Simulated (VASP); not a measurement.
# Ta (Fm-3m) in VASP: notebook

Ta is run at these levels: BLYP; tasks: single point.

All numbers are computed with VASP 6.6.1; they aren't measurements. Logs are shortened: lines on timing, memory, paths and dates and some standing lists are left out, and cuts for length are marked.

### 1 The cell of the first run

Symmetry: Fm-3m, No. 225, cubic system. The conventional cell has a = 4.265 Å, b = 4.265 Å, c = 4.265 Å, α = 90.00°, β = 90.00°, γ = 90.00°. Within 4.0 Å of Ta (site symmetry m-3m) lie 12 Ta at 3.02 Å.

### 2 Single point, BLYP

Input file INCAR:

```
PREC = Accurate
ENCUT = 520
EDIFF = 1E-6
ISMEAR = -1
SIGMA = 0.1
LREAL = False
LASPH = True
NELM = 100
ALGO = Normal
ISIF = 2
LWAVE = False
LCHARG = False
GGA = B5
ALDAX = 1.0
AGGAX = 1.0
AGGAC = 1.0
ALDAC = 0.0
NBANDS = 12
```

Input file KPOINTS:

```
regular mesh
0
Gamma
  13 13 13
```

Input file POSCAR:

```
Ta
1.0
    0.0000000000      2.1324560260      2.1324560260
    2.1324560260      0.0000000000      2.1324560260
    2.1324560260      2.1324560260      0.0000000000
Ta
1
Direct
    0.0000000000      0.0000000000      0.0000000000
```

Potentials or basis: VASP PAW PBE potentials, release 64 (Ta_pv).

The run is started by

```console
$ cat potpaw_PBE.64/Ta_pv/POTCAR > POTCAR
$ mpirun -np 1 vasp_std > vasp.out
```

OUTCAR:

```text
PREC = Accurate
   ENCUT = 520
   EDIFF = 1E-6
   ISMEAR = -1
   LREAL = False
   LASPH = True
   NELM = 100
   ISIF = 2
   GGA = B5

 ion  position               nearest neighbor table
   1  0.000  0.000  0.000-

  LATTYP: Found a face centered cubic cell.
 ALAT       =     4.2649120520

  Lattice vectors:

 A1 = (   0.0000000000,   2.1324560260,   2.1324560260)
 A2 = (   2.1324560260,   0.0000000000,   2.1324560260)
 A3 = (   2.1324560260,   2.1324560260,   0.0000000000)

Analysis of symmetry for initial positions (statically):
=====================================================================
 Subroutine PRICEL returns:
 Original cell was already a primitive cell.

 Routine SETGRP: Setting up the symmetry group for a
 face centered cubic supercell.

 Subroutine GETGRP returns: Found 48 space group operations
 (whereof 48 operations were pure point group operations)
 out of a pool of 48 trial point group operations.

The static configuration has the point symmetry O_h .

Analysis of symmetry for dynamics (positions and initial velocities):
=====================================================================
 Subroutine PRICEL returns:
 Original cell was already a primitive cell.

 Routine SETGRP: Setting up the symmetry group for a
 face centered cubic supercell.

 Subroutine GETGRP returns: Found 48 space group operations
 (whereof 48 operations were pure point group operations)
 out of a pool of 48 trial point group operations.

The dynamic configuration has the point symmetry O_h .

 Subroutine INISYM returns: Found 48 space group operations
 (whereof 48 operations are pure point group operations),
 and found     1 'primitive' translations

----------------------------------------------------------------------------------------

                                     Primitive cell

  volume of cell :      19.3941

  direct lattice vectors                    reciprocal lattice vectors
     0.000000000  2.132456026  2.132456026    -0.234471424  0.234471424  0.234471424
     2.132456026  0.000000000  2.132456026     0.234471424 -0.234471424  0.234471424
     2.132456026  2.132456026  0.000000000     0.234471424  0.234471424 -0.234471424

  length of vectors
     3.015748233  3.015748233  3.015748233     0.406116418  0.406116418  0.406116418

  position of ions in fractional coordinates (direct lattice)
     0.000000000  0.000000000  0.000000000

  ion indices of the primitive-cell ions
   primitive index   ion index
                 1           1

----------------------------------------------------------------------------------------

 KPOINTS: regular mesh

Automatic generation of k-mesh.
 Grid dimensions read from file:
 generate k-points for:   13   13   13

 Generating k-lattice:

  Cartesian coordinates                     Fractional coordinates (reciprocal lattice)
    -0.018036263  0.018036263  0.018036263     0.076923077  0.000000000  0.000000000
     0.018036263 -0.018036263  0.018036263     0.000000000  0.076923077  0.000000000
     0.018036263  0.018036263 -0.018036263     0.000000000  0.000000000  0.076923077

  Length of vectors
     0.031239724  0.031239724  0.031239724

  Shift w.r.t. Gamma in fractional coordinates (k-lattice)
     0.000000000  0.000000000  0.000000000

 Subroutine IBZKPT returns following result:
 ===========================================

 Found     84 irreducible k-points:

 Following reciprocal coordinates:
            Coordinates               Weight
  0.000000  0.000000  0.000000      1.000000
  0.076923  0.000000  0.000000      8.000000
  0.153846  0.000000  0.000000      8.000000
  0.230769  0.000000  0.000000      8.000000
  0.307692  0.000000  0.000000      8.000000
  0.384615  0.000000  0.000000      8.000000
[... 16 lines left out ...]
  0.384615  0.153846  0.000000     24.000000
  0.461538  0.153846  0.000000     24.000000
 [... further k-points ...]
   k-points           NKPTS =     84   k-points in BZ     NKDIM =     84   number of bands    NBANDS=     12
   number of dos      NEDOS =    301   number of ions     NIONS =      1
   total plane-waves  NPLWV =  13824
   dimension x,y,z NGX =    24 NGY =   24 NGZ =   24
   dimension x,y,z NGXF=    48 NGYF=   48 NGZF=   48
   ions per type =               1
   NGX,Y,Z   is equivalent  to a cutoff of  13.23, 13.23, 13.23 a.u.
   NGXF,Y,Z  is equivalent  to a cutoff of  26.46, 26.46, 26.46 a.u.
 SYSTEM =  unknown system
   PREC   = accura    normal or accurate (medium, high low for compatibility)
   ISTART =      0    job   : 0-new  1-cont  2-samecut
   ICHARG =      2    charge: 1-file 2-atom 10-const
   ISPIN  =      1    spin polarized calculation?
   LNONCOLLINEAR =      F non collinear calculations
   LSORBIT =      F    spin-orbit coupling
   LASPH  =      T    aspherical Exc in radial PAW
   ENCUT  =  520.0 eV  38.22 Ry    6.18 a.u.   5.61  5.61  5.61*2*pi/ulx,y,z
   NELM   =    100;   NELMIN=  2; NELMDL= -5     # of ELM steps
   EDIFF  = 0.1E-05   stopping-criterion for ELM
   LREAL  =      F    real-space projection
   EDIFFG = 0.1E-04   stopping-criterion for IOM
   NSW    =      0    number of steps for IOM
   IBRION =     -1    ionic relax: 0-MD 1-quasi-New 2-CG
   NFREE  =      0    steps in history (QN), initial steepest desc. (CG)
   ISIF   =      2    stress and relaxation
   ISYM   =      2    0-nonsym 1-usesym 2-fastsym
   POTIM  = 0.5000    time-step for ionic-motion
   TEBEG  =    0.0;   TEEND  =   0.0 temperature during run
   PSTRESS=    0.0 pullay stress
   NELECT =      11.0000    total number of electrons
   NUPDOWN=      -1.0000    fix difference up-down
   EMIN   =  10.00;   EMAX   =-10.00  energy-range for DOS
   EFERMI =   0.00;   METHOD = LEGACY
   ISMEAR =    -1;   SIGMA  =   0.10  broadening in eV -4-tet -1-fermi 0-gaus
   EFERMI_NEDOS =   21; number of points for ismear=-14 and -15
   IALGO  =     38    algorithm
   IMIX   =      4    mixing-type and parameters
     AMIX     =   0.40;   BMIX     =  1.00
     AMIX_MAG =   1.60;   BMIX_MAG =  1.00
  volume/ion in A,a.u.               =      19.39       130.88
  Fermi-wavevector in a.u.,A,eV,Ry     =   1.355134  2.560832 24.985586  1.836389
  Thomas-Fermi vector in A             =   2.482247
   LORBIT       =      0    0 simple, 1 ext, 2 COOP (PROOUT), +10 PAW based schemes
   GGA     = B5    functional components
   LHFCALC =     F    Hartree Fock is set to
   AEXX    =    0.0000 exact exchange contribution
   IVDW    =     0    specifies the selected vdW correction
   LEPSILON=     F    determine dielectric tensor
   LRPA    =     F    only Hartree local field effects (RPA)
 non-spin polarized calculation
  energy-cutoff  :      520.00
  volume of cell :       19.39
 maximum number of plane-waves:       535
   NGX = 11   NGY = 11   NGZ = 11

 number of electron      10.9999999 magnetization

 Free energy of the ion-electron system (eV)
  ---------------------------------------------------
  ext. energy  EPLUGINS =         0.00000000
  ---------------------------------------------------
  free energy    TOTEN  =       -10.08841135 eV

  energy without entropy =      -10.04780429  energy(sigma->0) =      -10.06810782

 E-fermi :   5.8199     XC(G=0): -11.6353

 val. band max:        5.8157837556   @ k =  -0.3846   0.1538   0.0000
 cond. band min:       5.8677771274   @ k =   0.0769   0.0769   0.0000
 fundamental gap:      0.0519933718
 Fermi energy:         5.8199090707

 k-point     1 :       0.0000    0.0000    0.0000
  band No.  band energies     occupation
      1     -27.7915      2.00000
      2     -27.7915      2.00000
      3     -27.7915      2.00000
      4      -2.0199      2.00000
      5       6.1777      0.05433
      6       6.1777      0.05433
      7       6.1777      0.05433
      8       9.0089      0.00000
      9       9.0089      0.00000
     10      18.2899      0.00000
     11      19.2461      0.00000
     12      23.0751      0.00000

 k-point     2 :       0.0769    0.0000    0.0000
  band No.  band energies     occupation
      1     -27.8482      2.00000
      2     -27.7987      2.00000
      3     -27.7987      2.00000
      4      -1.7908      2.00000
      5       5.9916      0.30457
      6       6.2844      0.01904
      7       6.2844      0.01904
      8       8.9123      0.00000
      9       8.9123      0.00000
     10      18.7576      0.00000
     11      19.2454      0.00000
     12      22.0126      0.00000

 k-point     3 :       0.1538    0.0000    0.0000
  band No.  band energies     occupation
      1     -28.0029      2.00000
      2     -27.8188      2.00000
      3     -27.8188      2.00000
      4      -1.1473      2.00000
      5       5.5654      1.85446
      6       6.5162      0.00189
      7       6.5162      0.00189
      8       8.7668      0.00000
      9       8.7668      0.00000
     10      19.2405      0.00000
     11      19.6893      0.00000
     12      20.6919      0.00000
[... 286 lines left out ...]
 k-point    23 :       0.3846    0.1538    0.0000
  band No.  band energies     occupation
      1     -28.4831      2.00000
      2     -27.9748      2.00000
      3     -27.9572      2.00000
      4       1.5605      2.00000
      5       4.5276      2.00000
      6       5.6814      1.59970
      7       7.0965      0.00001
      8       9.9313      0.00000
      9      10.8540      0.00000
     10      17.6767      0.00000
     11      19.2590      0.00000
     12      20.8944      0.00000

 k-point    24 :       0.4615    0.1538    0.0000
  band No.  band energies     occupation
      1     -28.6042      2.00000
      2     -28.0204      2.00000
      3     -27.9653      2.00000
      4       1.9842      2.00000
      5       4.8267      1.99990
      6       5.6861      1.58451
      7       6.8491      0.00007
      8      11.3049      0.00000
      9      11.3183      0.00000
     10      15.7302      0.00000
     11      19.2549      0.00000
     12      19.9453      0.00000

 [... further k-points ...]
[... 5 lines left out ...]
  --------------------------------------------------------------------------------------
  -------------------------------------------------------------------------------------
  Total        0.1026327      0.1026327      0.1026327      0.0000000     -0.0000000     -0.0000000
  in kB        8.4786400      8.4786400      8.4786400      0.0000000     -0.0000000     -0.0000000
  external PRESSURE =       8.4786400 kB  Pullay stress =       0.0000000 kB

 VOLUME and BASIS-vectors are now :
 -----------------------------------------------------------------------------
  energy-cutoff  :      520.00
  volume of cell :       19.39
      direct lattice vectors                 reciprocal lattice vectors
     0.000000000  2.132456026  2.132456026    -0.234471424  0.234471424  0.234471424
     2.132456026  0.000000000  2.132456026     0.234471424 -0.234471424  0.234471424
     2.132456026  2.132456026  0.000000000     0.234471424  0.234471424 -0.234471424

 POSITION                                       TOTAL-FORCE (eV/Angst)
 -----------------------------------------------------------------------------------
      0.00000      0.00000      0.00000         0.000000      0.000000      0.000000
 -----------------------------------------------------------------------------------
    total drift:                               -0.000000      0.000000     -0.000000

  FREE ENERGIE OF THE ION-ELECTRON SYSTEM (eV)
  ---------------------------------------------------
  free  energy   TOTEN  =       -10.0884113463 eV

  energy  without entropy=      -10.0478042855  energy(sigma->0) =      -10.06810782
```

Run time: 10 s. Hardware: 1 thread of Intel Xeon Platinum 8488C (Sapphire Rapids), shared host; peak memory 0.15 GiB.

What came out:

* Free energy: -10.0884 eV
* Pressure: 0.8 GPa

Caveat: the PAW data sets were made with another functional, which shifts forces and pressure a little; spin-orbit coupling is left out, which moves the levels of the heavy elements.

### 3 Single point, BLYP (volume scaled by 0.88)

Input file INCAR:

```
PREC     = Accurate       # precision mode
ENCUT    = 520            # plane-wave cutoff, eV
EDIFF    = 1E-7           # SCF threshold, eV
ISMEAR   = -1             # smearing method
SIGMA    = 0.1            # smearing width, eV
LREAL    = F              # projectors in reciprocal space
LASPH    = T              # aspherical terms in the spheres
NELM     = 60             # most SCF steps
ALGO     = Normal         # electronic algorithm
ISIF     = 2              # what is computed and relaxed
LWAVE    = F              # write WAVECAR
LCHARG   = F              # write CHGCAR
GGA      = B5             # functional
ALDAX    = 1.0          
AGGAX    = 1.0          
AGGAC    = 1.0          
ALDAC    = 0.0          
NBANDS   = 12             # bands
```

Input file KPOINTS:

```
Automatic mesh
0
Gamma
  14 14 14
```

Input file POSCAR:

```
Ta
1.0
    0.0000000000      2.0434984295      2.0434984295
    2.0434984295      0.0000000000      2.0434984295
    2.0434984295      2.0434984295      0.0000000000
Ta
1
Direct
    0.0000000000      0.0000000000      0.0000000000
```

Potentials or basis: VASP PAW PBE potentials, release 64 (Ta_pv).

The run is started by

```console
$ cat potpaw_PBE.64/Ta_pv/POTCAR > POTCAR
$ mpirun -np 1 vasp_std > vasp.out
```

Run time: 12 s. Hardware: 1 thread of Intel Xeon Platinum 8488C (Sapphire Rapids), shared host; peak memory 0.15 GiB.

Results (log left out):

| Item | Value |
| --- | --- |
| Free energy | -9.8791 eV |
| Pressure | 30.1 GPa |

Levels at points of the mesh, in eV from the Fermi level:
```tsv
k point	band 2	band 3	band 4	band 5	band 6	band 7	band 8	band 9
(0.00, 0.00, 0.00)	-33.20	-33.20	-8.39	0.27	0.27	0.27	3.64	3.64
(0.50, 0.00, 0.00)	-33.39	-33.39	-5.04	0.01	0.01	1.29	6.30	6.30
(0.50, 0.50, 0.00)	-33.71	-33.71	-4.95	-3.93	3.69	6.29	7.09	7.09
```

Caveat: the PAW data sets were made with another functional, which shifts forces and pressure a little; spin-orbit coupling is left out, which moves the levels of the heavy elements.

### 4 Single point, BLYP (volume scaled by 0.92)

Input file INCAR:

```
SYSTEM = Ta
  AGGAC = 1.0
  AGGAX = 1.0
  ALDAC = 0.0
  ALDAX = 1.0
  ALGO = Normal
  EDIFF = 1E-7
  ENCUT = 520
  GGA = B5
  ISIF = 2
  ISMEAR = -1
  LASPH = .True.
  LCHARG = .False.
  LREAL = .False.
  LWAVE = .False.
  NBANDS = 12
  NELM = 80
  PREC = Accurate
  SIGMA = 0.1
```

Input file KPOINTS:

```
k-points
0
Gamma
  14 14 14
  0 0 0
```

Input file POSCAR:

```
Ta
1.0
    0.0000000000      2.0740029033      2.0740029033
    2.0740029033      0.0000000000      2.0740029033
    2.0740029033      2.0740029033      0.0000000000
Ta
1
Direct
    0.0000000000      0.0000000000      0.0000000000
```

The run is started by

```console
$ cat potpaw_PBE.64/Ta_pv/POTCAR > POTCAR
$ mpirun -np 1 vasp_std > vasp.out
```

Run time: 13 s. Hardware: 1 thread of Intel Xeon Platinum 8488C (Sapphire Rapids), shared host; peak memory 0.15 GiB.

Results (log left out):

```
Free energy : -9.9960 eV
Pressure    : 18.5 GPa
```

Levels at points of the mesh, in eV from the Fermi level:
```
           k point  band 1  band 2  band 3  band 4  band 5  band 6  band 7  band 8  band 9  band 10
(0.00, 0.00, 0.00)  -33.35  -33.35  -33.35   -8.21    0.30    0.30    0.30    3.48    3.48    12.69
(0.50, 0.00, 0.00)  -34.57  -33.51  -33.51   -4.83    0.07    0.07    1.11    5.97    5.97    10.65
(0.50, 0.50, 0.00)  -34.50  -33.79  -33.79   -4.66   -3.68    3.39    5.96    6.71    6.71    11.72
```

Caveat: the PAW data sets were made with another functional, which shifts forces and pressure a little; spin-orbit coupling is left out, which moves the levels of the heavy elements.

### 5 The runs side by side

```tsv
cell	k mesh	gap on the mesh (eV)	pressure (GPa)
a = 3.016 Å, angles 60.0°, 1 atom	13 × 13 × 13	none	0.8
a = 2.890 Å, angles 60.0°, 1 atom	14 × 14 × 14	none	30.1
a = 2.933 Å, angles 60.0°, 1 atom	14 × 14 × 14	none	18.5
```

Alike in all rows: task single point; level BLYP; potentials or basis VASP PAW PBE potentials, release 64 (Ta_pv); no spin polarisation; cutoff (eV) 520; smearing fermi-dirac 0.1 eV.

Caveats: the PAW data sets were made with another functional, which shifts forces and pressure a little; spin-orbit coupling is left out, which moves the levels of the heavy elements.

Absolute energies hang on the potentials; compare differences alone.
